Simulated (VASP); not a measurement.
The system is Ti3Al.

```
Ti Al
1.0
     0.00000    3.25623    3.25623
     3.25623    0.00000    3.25623
     3.25623    3.25623    0.00000
Ti Al
3 1
Direct
  0.75000 0.75000 0.75000
  0.25000 0.25000 0.25000
  0.00000 0.00000 0.00000
  0.50000 0.50000 0.50000
```

Base run:

* Program: VASP 6.6.1
* Functional: PBEsol
* Potentials or basis: VASP PAW PBE potentials, release 64 (Ti_sv, Al)
* Cutoff: 520 eV
* k mesh: 12 × 12 × 12
* Occupations: gaussian, width 0.15 eV
* Spin: collinear spin, ferromagnetic start
* Starting moments: [0.1, 0.1, 0.1, 0.0] μB
* Fixed moment: 0.3 μB

Its results: pressure -7.1 GPa; site moments Ti +0.01, +0.23; Al -0.00 μB.

The run is repeated on the same cell with these changes: fixed moment from 0.3 μB to 3 μB; moments at the start from [0.1, 0.1, 0.1, 0.0] to [1.0, 1.0, 1.0, 0.0]. What comes out?

Pressure -5.2 GPa; site moments Ti +0.54, +1.13; Al -0.03 μB.

Caveats: the PAW data sets were made with another functional, which shifts forces and pressure a little; the total moment is fixed, so each spin has its own Fermi level.
